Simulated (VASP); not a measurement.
# Re (I4/mmm) in VASP: notebook

The runs below take Re through single point, with PBE.

Program: VASP 6.6.1. These are calculated values, not measurements. Logs are shortened: lines on timing, memory, paths and dates and some standing lists are left out, and cuts for length are marked.

## (1) The cell of the first run

Symmetry: I4/mmm, No. 139, tetragonal system. The conventional cell has a = 2.793 Å, b = 2.793 Å, c = 3.871 Å, α = 90.00°, β = 90.00°, γ = 90.00°. Within 3.6 Å of Re (site symmetry 4/mmm) lie 12 Re at 2.77 to 2.79 Å.

## (2) Single point, PBE (zz strain of -2 %)

File INCAR:

```
SYSTEM = Re
  PREC = Accurate
  ENCUT = 520
  EDIFF = 1E-6
  ISMEAR = -1
  SIGMA = 0.03
  LREAL = .False.
  LASPH = .True.
  NELM = 100
  ALGO = Normal
  ISIF = 2
  LWAVE = .False.
  LCHARG = .False.
  GGA = PE
  NBANDS = 10
```

File KPOINTS:

```
regular mesh
0
Gamma
  14 14 14
  0 0 0
```

File POSCAR:

```
Re
1.0
    0.0000000000      1.9750000000      1.9355000000
    1.9750000000      0.0000000000      1.9355000000
    1.9750000000      1.9750000000      0.0000000000
Re
1
Direct
    0.0000000000      0.0000000000      0.0000000000
```

Potentials or basis: VASP PAW PBE potentials, release 64 (Re).

Command:

```console
cat potpaw_PBE.64/Re/POTCAR > POTCAR
mpirun -np 1 vasp_std > vasp.out
```

OUTCAR:

```text
SYSTEM = Re
   PREC = Accurate
   ENCUT = 520
   EDIFF = 1E-6
   ISMEAR = -1
   LREAL = .False.
   LASPH = .True.
   NELM = 100
   ISIF = 2
   GGA = PE

 ion  position               nearest neighbor table
   1  0.000  0.000  0.000-

  LATTYP: Found a body centered tetragonal cell.
 ALAT       =     2.7930717857
 C/A-ratio  =     1.3859292911

  Lattice vectors:

 A1 = (   0.0000000000,  -1.9750000000,  -1.9355000000)
 A2 = (   0.0000000000,   1.9750000000,  -1.9355000000)
 A3 = (   1.9750000000,   0.0000000000,   1.9355000000)

Analysis of symmetry for initial positions (statically):
=====================================================================
 Subroutine PRICEL returns:
 Original cell was already a primitive cell.

 Routine SETGRP: Setting up the symmetry group for a
 body centered tetragonal supercell.

 Subroutine GETGRP returns: Found 16 space group operations
 (whereof 16 operations were pure point group operations)
 out of a pool of 16 trial point group operations.

The static configuration has the point symmetry D_4h.

Analysis of symmetry for dynamics (positions and initial velocities):
=====================================================================
 Subroutine PRICEL returns:
 Original cell was already a primitive cell.

 Routine SETGRP: Setting up the symmetry group for a
 body centered tetragonal supercell.

 Subroutine GETGRP returns: Found 16 space group operations
 (whereof 16 operations were pure point group operations)
 out of a pool of 16 trial point group operations.

The dynamic configuration has the point symmetry D_4h.

 Subroutine INISYM returns: Found 16 space group operations
 (whereof 16 operations are pure point group operations),
 and found     1 'primitive' translations

----------------------------------------------------------------------------------------

                                     Primitive cell

  volume of cell :      15.0993

  direct lattice vectors                    reciprocal lattice vectors
     0.000000000  1.975000000  1.935500000    -0.253164557  0.253164557  0.258331181
     1.975000000  0.000000000  1.935500000     0.253164557 -0.253164557  0.258331181
     1.975000000  1.975000000  0.000000000     0.253164557  0.253164557 -0.258331181

  length of vectors
     2.765282128  2.765282128  2.793071786     0.441496981  0.441496981  0.441496981

  position of ions in fractional coordinates (direct lattice)
     0.000000000  0.000000000  0.000000000

  ion indices of the primitive-cell ions
   primitive index   ion index
                 1           1

----------------------------------------------------------------------------------------

 KPOINTS: regular mesh

Automatic generation of k-mesh.
 Grid dimensions read from file:
 generate k-points for:   14   14   14

 Generating k-lattice:

  Cartesian coordinates                     Fractional coordinates (reciprocal lattice)
    -0.018083183  0.018083183  0.018452227     0.071428571  0.000000000  0.000000000
     0.018083183 -0.018083183  0.018452227     0.000000000  0.071428571  0.000000000
     0.018083183  0.018083183 -0.018452227     0.000000000  0.000000000  0.071428571

  Length of vectors
     0.031535499  0.031535499  0.031535499

  Shift w.r.t. Gamma in fractional coordinates (k-lattice)
     0.000000000  0.000000000  0.000000000

 Subroutine IBZKPT returns following result:
 ===========================================

 Found    244 irreducible k-points:

 Following reciprocal coordinates:
            Coordinates               Weight
  0.000000  0.000000  0.000000      1.000000
  0.071429  0.000000  0.000000      8.000000
  0.142857 -0.000000  0.000000      8.000000
  0.214286  0.000000  0.000000      8.000000
  0.285714 -0.000000  0.000000      8.000000
  0.357143 -0.000000  0.000000      8.000000
[... 16 lines left out ...]
  0.214286  0.142857  0.000000      8.000000
  0.285714  0.142857  0.000000      8.000000
 [... further k-points ...]
   k-points           NKPTS =    244   k-points in BZ     NKDIM =    244   number of bands    NBANDS=     10
   number of dos      NEDOS =    301   number of ions     NIONS =      1
   total plane-waves  NPLWV =  13824
   dimension x,y,z NGX =    24 NGY =   24 NGZ =   24
   dimension x,y,z NGXF=    48 NGYF=   48 NGZF=   48
   ions per type =               1
   NGX,Y,Z   is equivalent  to a cutoff of  14.43, 14.43, 14.28 a.u.
   NGXF,Y,Z  is equivalent  to a cutoff of  28.86, 28.86, 28.57 a.u.
 SYSTEM =  Re
   PREC   = accura    normal or accurate (medium, high low for compatibility)
   ISTART =      0    job   : 0-new  1-cont  2-samecut
   ICHARG =      2    charge: 1-file 2-atom 10-const
   ISPIN  =      1    spin polarized calculation?
   LNONCOLLINEAR =      F non collinear calculations
   LSORBIT =      F    spin-orbit coupling
   LASPH  =      T    aspherical Exc in radial PAW
   ENCUT  =  520.0 eV  38.22 Ry    6.18 a.u.   5.14  5.14  5.19*2*pi/ulx,y,z
   NELM   =    100;   NELMIN=  2; NELMDL= -5     # of ELM steps
   EDIFF  = 0.1E-05   stopping-criterion for ELM
   LREAL  =      F    real-space projection
   EDIFFG = 0.1E-04   stopping-criterion for IOM
   NSW    =      0    number of steps for IOM
   IBRION =     -1    ionic relax: 0-MD 1-quasi-New 2-CG
   NFREE  =      0    steps in history (QN), initial steepest desc. (CG)
   ISIF   =      2    stress and relaxation
   ISYM   =      2    0-nonsym 1-usesym 2-fastsym
   POTIM  = 0.5000    time-step for ionic-motion
   TEBEG  =    0.0;   TEEND  =   0.0 temperature during run
   PSTRESS=    0.0 pullay stress
   NELECT =       7.0000    total number of electrons
   NUPDOWN=      -1.0000    fix difference up-down
   EMIN   =  10.00;   EMAX   =-10.00  energy-range for DOS
   EFERMI =   0.00;   METHOD = LEGACY
   ISMEAR =    -1;   SIGMA  =   0.03  broadening in eV -4-tet -1-fermi 0-gaus
   EFERMI_NEDOS =   21; number of points for ismear=-14 and -15
   IALGO  =     38    algorithm
   IMIX   =      4    mixing-type and parameters
     AMIX     =   0.40;   BMIX     =  1.00
     AMIX_MAG =   1.60;   BMIX_MAG =  1.00
  volume/ion in A,a.u.               =      15.10       101.90
  Fermi-wavevector in a.u.,A,eV,Ry     =   1.267034  2.394348 21.842467  1.605376
  Thomas-Fermi vector in A             =   2.400204
   LORBIT       =      0    0 simple, 1 ext, 2 COOP (PROOUT), +10 PAW based schemes
   GGA     = PE    functional components
   LHFCALC =     F    Hartree Fock is set to
   AEXX    =    0.0000 exact exchange contribution
   IVDW    =     0    specifies the selected vdW correction
   LEPSILON=     F    determine dielectric tensor
   LRPA    =     F    only Hartree local field effects (RPA)
 non-spin polarized calculation
  energy-cutoff  :      520.00
  volume of cell :       15.10
 maximum number of plane-waves:       424
 NGX is ok and might be reduce to    24
   NGX = 11   NGY = 11   NGZ = 11

 number of electron       7.0000000 magnetization

 Free energy of the ion-electron system (eV)
  ---------------------------------------------------
  ext. energy  EPLUGINS =         0.00000000
  ---------------------------------------------------
  free energy    TOTEN  =       -12.35443275 eV

  energy without entropy =      -12.35088937  energy(sigma->0) =      -12.35266106

 E-fermi :   7.8305     XC(G=0): -13.5880

 val. band max:        7.8259391044   @ k =  -0.2143   0.0714   0.2857
 cond. band min:       7.8313691198   @ k =   0.2143   0.1429   0.0000
 fundamental gap:      0.0054300154
 Fermi energy:         7.8304717437

 k-point     1 :       0.0000    0.0000    0.0000
  band No.  band energies     occupation
      1      -2.1167      2.00000
      2       5.8971      2.00000
      3       5.8971      2.00000
      4       6.1833      2.00000
      5       8.8629      0.00000
      6       9.2406      0.00000
      7      21.7279      0.00000
      8      27.0072      0.00000
      9      27.0072      0.00000
     10      27.6987      0.00000

 k-point     2 :       0.0714    0.0000    0.0000
  band No.  band energies     occupation
      1      -1.8868      2.00000
      2       5.7992      2.00000
      3       6.0029      2.00000
      4       6.2338      2.00000
      5       8.7888      0.00000
      6       9.1479      0.00000
      7      22.1711      0.00000
      8      26.0940      0.00000
      9      27.4204      0.00000
     10      27.9096      0.00000

 k-point     3 :       0.1429   -0.0000    0.0000
  band No.  band energies     occupation
      1      -1.2387      2.00000
      2       5.4711      2.00000
      3       6.2394      2.00000
      4       6.4562      2.00000
      5       8.6836      0.00000
      6       8.9782      0.00000
      7      23.2169      0.00000
      8      24.4570      0.00000
      9      28.5995      0.00000
     10      29.0757      0.00000

 k-point     4 :       0.2143    0.0000    0.0000
  band No.  band energies     occupation
      1      -0.3219      2.00000
      2       5.1826      2.00000
      3       6.3560      2.00000
      4       6.6156      2.00000
      5       8.8699      0.00000
      6       9.0423      0.00000
      7      22.3980      0.00000
      8      24.9701      0.00000
      9      30.3832      0.00000
     10      30.8690      0.00000

 k-point     5 :       0.2857   -0.0000    0.0000
  band No.  band energies     occupation
      1       0.5467      2.00000
      2       5.3246      2.00000
      3       6.1971      2.00000
      4       6.4968      2.00000
      5       9.5372      0.00000
      6       9.5801      0.00000
      7      20.9348      0.00000
      8      24.8890      0.00000
      9      32.0146      0.00000
     10      32.2494      0.00000

 k-point     6 :       0.3571   -0.0000    0.0000
  band No.  band energies     occupation
      1       1.0166      2.00000
      2       5.9286      2.00000
      3       6.1615      2.00000
      4       6.2549      2.00000
      5      10.3950      0.00000
      6      10.4572      0.00000
      7      19.5371      0.00000
      8      23.1016      0.00000
      9      29.9876      0.00000
     10      30.1720      0.00000
[... 183 lines left out ...]
 k-point    21 :      -0.0714    0.0714    0.0000
  band No.  band energies     occupation
      1      -1.5227      2.00000
      2       5.5191      2.00000
      3       6.1566      2.00000
      4       6.4734      2.00000
      5       8.4708      0.00000
      6       9.2362      0.00000
      7      22.8483      0.00000
      8      25.2339      0.00000
      9      28.0042      0.00000
     10      28.4015      0.00000

 k-point    22 :       0.1429    0.1429    0.0000
  band No.  band energies     occupation
      1      -0.9081      2.00000
      2       5.1333      2.00000
      3       6.6317      2.00000
      4       6.6317      2.00000
      5       8.0471      0.00146
      6       9.2816      0.00000
      7      24.0396      0.00000
      8      25.6390      0.00000
      9      27.6394      0.00000
     10      27.6394      0.00000

 k-point    23 :       0.2143    0.1429    0.0000
  band No.  band energies     occupation
      1      -0.1844      2.00000
      2       4.6898      2.00000
      3       6.8385      2.00000
      4       6.9640      2.00000
      5       7.8314      0.98504
      6       9.5353      0.00000
      7      24.5337      0.00000
      8      25.3479      0.00000
      9      27.9969      0.00000
     10      28.5749      0.00000

 k-point    24 :       0.2857    0.1429    0.0000
  band No.  band energies     occupation
      1       0.7230      2.00000
      2       4.4009      2.00000
      3       6.3932      2.00000
      4       7.0585      2.00000
      5       8.6079      0.00000
      6      10.0636      0.00000
      7      22.9969      0.00000
      8      26.2474      0.00000
      9      28.3034      0.00000
     10      29.0395      0.00000

 [... further k-points ...]
[... 5 lines left out ...]
  --------------------------------------------------------------------------------------
  -------------------------------------------------------------------------------------
  Total       -0.3967097     -0.3967097     -0.0470241      0.0000000     -0.0000000      0.0000000
  in kB      -42.0945708    -42.0945708     -4.9896938      0.0000000     -0.0000000      0.0000000
  external PRESSURE =     -29.7262785 kB  Pullay stress =       0.0000000 kB

 VOLUME and BASIS-vectors are now :
 -----------------------------------------------------------------------------
  energy-cutoff  :      520.00
  volume of cell :       15.10
      direct lattice vectors                 reciprocal lattice vectors
     0.000000000  1.975000000  1.935500000    -0.253164557  0.253164557  0.258331181
     1.975000000  0.000000000  1.935500000     0.253164557 -0.253164557  0.258331181
     1.975000000  1.975000000  0.000000000     0.253164557  0.253164557 -0.258331181

 POSITION                                       TOTAL-FORCE (eV/Angst)
 -----------------------------------------------------------------------------------
      0.00000      0.00000      0.00000         0.000000     -0.000000      0.000000
 -----------------------------------------------------------------------------------
    total drift:                               -0.000000     -0.000000      0.000000

  FREE ENERGIE OF THE ION-ELECTRON SYSTEM (eV)
  ---------------------------------------------------
  free  energy   TOTEN  =       -12.3544327467 eV

  energy  without entropy=      -12.3508893711  energy(sigma->0) =      -12.35266106
```

Run time: 41 s. Hardware: 1 thread of AMD EPYC 7R43 (Zen 3), shared host; peak memory 0.14 GiB.

Results:

```
Free energy : -12.3544 eV
Pressure    : -3.0 GPa
```

Caveat: the cell differs from its parent crystal (zz strain of -2 %); spin-orbit coupling is left out, which moves the levels of the heavy elements.

(Part 1 of 2 ends here.)
